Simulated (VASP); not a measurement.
Input of a VASP 6.6.1 run:

Contents of INCAR:

```
  PREC = Accurate
  ENCUT = 520
  EDIFF = 1E-6
  ISMEAR = 0
  SIGMA = 0.05
  LREAL = F
  LASPH = T
  NELM = 60
  ALGO = Normal
  ISIF = 2
  LWAVE = F
  LCHARG = F
  GGA = PS
  NBANDS = 15
```

File KPOINTS:

```
regular mesh
0
Gamma
  8 8 8
```

The input POSCAR:

```
BaS
1.0
    0.0000000000      3.1663007200      3.3325315078
    3.1663007200      0.0000000000      3.3325315078
    3.1663007200      3.1663007200      0.0000000000
Ba S
1 1
Direct
    0.0000000000      0.0000000000      0.0000000000
    0.5000000000      0.5000000000      0.5000000000
```

Potentials or basis: VASP PAW PBE potentials, release 64 (Ba_sv, S).

Launch:

```sh
$ cat potpaw_PBE.64/Ba_sv/POTCAR potpaw_PBE.64/S/POTCAR > POTCAR
$ mpirun -np 1 vasp_std > vasp.out
```

(1) Predict the pressure.

(2) Predict the band gap on the k mesh.

## Answers

(1) -1.3 GPa.

(2) 1.97 eV, indirect (least direct gap 2.12 eV).

Caveat: the cell differs from its parent crystal (strain +0.0525 x Voigt [0, 0, 1, 0, 0, 0]); the PAW data sets were made with another functional, which shifts forces and pressure a little; spin-orbit coupling is left out, which moves the levels of the heavy elements.
